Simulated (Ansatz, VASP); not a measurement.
# Be3Te2O: VASP beside Ansatz

```xyz
6
Lattice="3.0882 1.7830 3.3241 -3.0882 1.7830 3.3241 0.0000 -3.5659 3.3241" Properties=species:S:1:pos:R:3 pbc="T T T"
Be    0.0000   -1.7830    1.6621
Be    1.5441    0.8915    1.6621
Be   -1.5441    0.8915    1.6621
Te    0.0000    0.0000    6.8247
Te    0.0000    0.0000    3.1476
O     0.0000    0.0000    0.0000
```

Change from the starting cell: species swapped into the Er2GeRh3 type (R-3m, No. 166).

Alike in both runs: functional PBE; k mesh 3 × 3 × 3; occupations gaussian, width 0.15 eV; no spin polarisation.

Ansatz relaxed the structure, and its values are those at the end. VASP's run is a single point on that final structure, the one shown.

|  | VASP | Ansatz |
| --- | --- | --- |
| version | VASP 6.6.1 | Ansatz 0.2.0 |
| potentials or method | VASP PAW PBE potentials, release 64 (Be, Te, O), cutoff 600 eV | scalar-relativistic, plane waves, PAW |
| valence electrons in the cell | 24 | 44 |

|  | VASP | Ansatz | Ansatz less VASP |
| --- | --- | --- | --- |
| gap on the k mesh at the Fermi level (eV) | 0.73 | 0.74 | +0.004 |
| least direct gap on the mesh (eV) | 1.80 | 1.80 | +0.001 |
| pressure (GPa) | 0.2 | 0.1 | -0.13 |
| rms of the force components (eV/Å) | 0.025 | 0.005 | -0.0195 |

VASP's potentials hold 24 valence electrons a cell and Ansatz's 44, so a difference there can come from the potentials and not from the codes.

The k mesh is coarse, so the values compare programs but aren't converged. Neither program's run includes spin-orbit coupling.
